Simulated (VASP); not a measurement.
Wanted: the native input for a VASP 6.6.1 run.

| Quantity | Value |
| --- | --- |
| Task | single point |
| Functional | LDA |
| Potentials or basis | VASP PAW LDA potentials, release 64 (Ga_d, Sb) |
| Cutoff | 500 eV |
| k mesh | 6 × 6 × 6 |
| Occupations | gaussian, width 0.05 eV |
| Spin | no spin polarisation |
| Dipole correction | no |
| Further INCAR settings | ALGO = Normal; EDIFF = 1e-06; NBANDS = 16 |

The structure of GaSb lies in POSCAR:

```
GaSb
1.0
    0.0000000000      3.0283176320      3.0283176320
    3.0283176320      0.0000000000      3.0283176320
    3.0283176320      3.0283176320      0.0000000000
Ga Sb
1 1
Direct
    0.0000000000      0.0000000000      0.0000000000
    0.2500000000      0.2500000000      0.2500000000
```

One way to write it, as run:

INCAR

```
ALGO = Normal ; EDIFF = 1E-6
ENCUT = 500 ; GGA_COMPAT = False
ISIF = 2 ; ISMEAR = 0
LASPH = True ; LCHARG = False
LREAL = False ; LWAVE = False
NBANDS = 16 ; NELM = 120
PREC = Accurate ; SIGMA = 0.05
```

KPOINTS

```
k-points
0
Gamma
  6 6 6
```

Potentials or basis: VASP PAW LDA potentials, release 64 (Ga_d, Sb).

The run is started by

```sh
$ cat potpaw_LDA.64/Ga_d/POTCAR potpaw_LDA.64/Sb/POTCAR > POTCAR
$ mpirun -np 1 vasp_std > vasp.out
```

Results of the run:

```yaml
Pressure: 0.0 GPa
Band_gap_on_the_k_mesh: 0.09 eV
```

Caveat: spin-orbit coupling is left out, which moves the levels of the heavy elements.

Wall time 19 s on 1 thread of AMD EPYC 7R43 64-Core Processor (Zen 3), on a shared host, peak memory 0.12 GiB.
